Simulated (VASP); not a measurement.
Wanted: the native input for a VASP 6.6.1 run.

| Item | Value |
| --- | --- |
| Task | single point |
| Functional | r2SCAN |
| Potentials or basis | VASP PAW PBE potentials, release 64 (Ga_d, N) |
| Cutoff | 520 eV |
| k mesh | 10 × 10 × 10 |
| Occupations | gaussian, width 0.01 eV |
| Spin | no spin polarisation |
| Dipole correction | no |
| Further INCAR settings | ALGO = Normal; EDIFF = 1e-07; NBANDS = 16 |

GaN:

```
CELL_PARAMETERS angstrom
0.00000 2.18441 2.31571
2.18441 0.00000 2.31571
2.18441 2.18441 0.00000
ATOMIC_POSITIONS crystal
Ga 0.00000 0.00000 0.00000
N 0.25000 0.25000 0.25000
```

This cell differs from its parent crystal: epitaxial xy strain -2.9%.

One way to write it, as run:

POSCAR

```
GaN
1.0
    0.0000000000      2.1844076036      2.3157145100
    2.1844076036      0.0000000000      2.3157145100
    2.1844076036      2.1844076036      0.0000000000
Ga N
1 1
Direct
    0.0000000000      0.0000000000      0.0000000000
    0.2500000000      0.2500000000      0.2500000000
```

INCAR.step1

```
SYSTEM = GaN
PREC     = Accurate       ! precision mode
ENCUT    = 520            ! plane-wave cutoff, eV
ISMEAR   = 0              ! smearing method
SIGMA    = 0.01           ! smearing width, eV
LREAL    = .False.        ! projectors in reciprocal space
LASPH    = .True.         ! aspherical terms in the spheres
NELM     = 60             ! most SCF steps
NBANDS   = 16             ! bands
GGA      = PE             ! functional
ALGO     = Normal         ! electronic algorithm
EDIFF    = 1E-4           ! SCF threshold, eV
LWAVE    = .True.         ! write WAVECAR
LCHARG   = .False.        ! write CHGCAR
```

INCAR.step2

```
SYSTEM = GaN
PREC     = Accurate       ! precision mode
ENCUT    = 520            ! plane-wave cutoff, eV
EDIFF    = 1E-7           ! SCF threshold, eV
ISMEAR   = 0              ! smearing method
SIGMA    = 0.01           ! smearing width, eV
LREAL    = .False.        ! projectors in reciprocal space
LASPH    = .True.         ! aspherical terms in the spheres
NELM     = 60             ! most SCF steps
ALGO     = Normal         ! electronic algorithm
ISIF     = 2              ! what is computed and relaxed
LWAVE    = .False.        ! write WAVECAR
LCHARG   = .True.         ! write CHGCAR
METAGGA  = R2SCAN         ! meta-GGA
LMIXTAU  = .True.       
LELF     = .True.         ! ELF
LVHAR    = .True.       
NBANDS   = 16             ! bands
ISTART   = 1
```

KPOINTS

```
regular mesh
0
Gamma
  10 10 10
  0 0 0
```

Potentials or basis: VASP PAW PBE potentials, release 64 (Ga_d, N).

The run is started by

```bash
$ cat potpaw_PBE.64/Ga_d/POTCAR potpaw_PBE.64/N/POTCAR > POTCAR
$ cp INCAR.step1 INCAR
$ mpirun -np 1 vasp_std > vasp.out
$ cp INCAR.step2 INCAR
$ mpirun -np 1 vasp_std > vasp.out
```

Results of the run:

```
Pressure               : 7.0 GPa
Band gap on the k mesh : 2.24 eV
```

Caveat: the cell differs from its parent crystal (epitaxial xy strain -2.9%); the cell stands under pressure; the PAW data sets were made with another functional, which shifts forces and pressure a little.

Wall time 2.4 min on 1 thread of Intel Xeon 8259CL (shared host), peak memory 0.17 GiB.
